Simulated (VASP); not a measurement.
Set up this calculation in VASP 6.6.1, as the native input.

- Task: single point
- Functional: PBE
- Potentials or basis: VASP PAW PBE potentials, release 64 (Lu)
- Cutoff: 520 eV
- k mesh: 8 × 8 × 8
- Occupations: gaussian, width 0.05 eV
- Spin: no spin polarisation
- Dipole correction: no
- Further INCAR settings: ALGO = Normal; EDIFF = 1e-06; NBANDS = 18

The structure of Lu lies in POSCAR:

```
Lu
1.0
    0.0000000000      2.4573884971      2.4573884971
    2.4573884971      0.0000000000      2.4573884971
    2.4573884971      2.4573884971      0.0000000000
Lu
1
Direct
    0.0000000000      0.0000000000      0.0000000000
```

These files were run (other wordings do the same):

INCAR

```
ALGO = Normal ; EDIFF = 1E-6
ENCUT = 520 ; GGA = PE
ISIF = 2 ; ISMEAR = 0
LASPH = T ; LCHARG = T
LELF = T ; LREAL = F
LVHAR = T ; LWAVE = F
NBANDS = 18 ; NELM = 60
PREC = Accurate ; SIGMA = 0.05
```

KPOINTS

```
k-points
0
Gamma
  8 8 8
```

Potentials or basis: VASP PAW PBE potentials, release 64 (Lu).

Launch:

```bash
$ cat potpaw_PBE.64/Lu/POTCAR > POTCAR
$ mpirun -np 1 vasp_std > vasp.out
```

Results of the run:

```
Pressure : -1.3 GPa
```

It used 43 s of CPU time on 1 thread of AMD EPYC 7R13 Processor (Zen 3) (shared host).
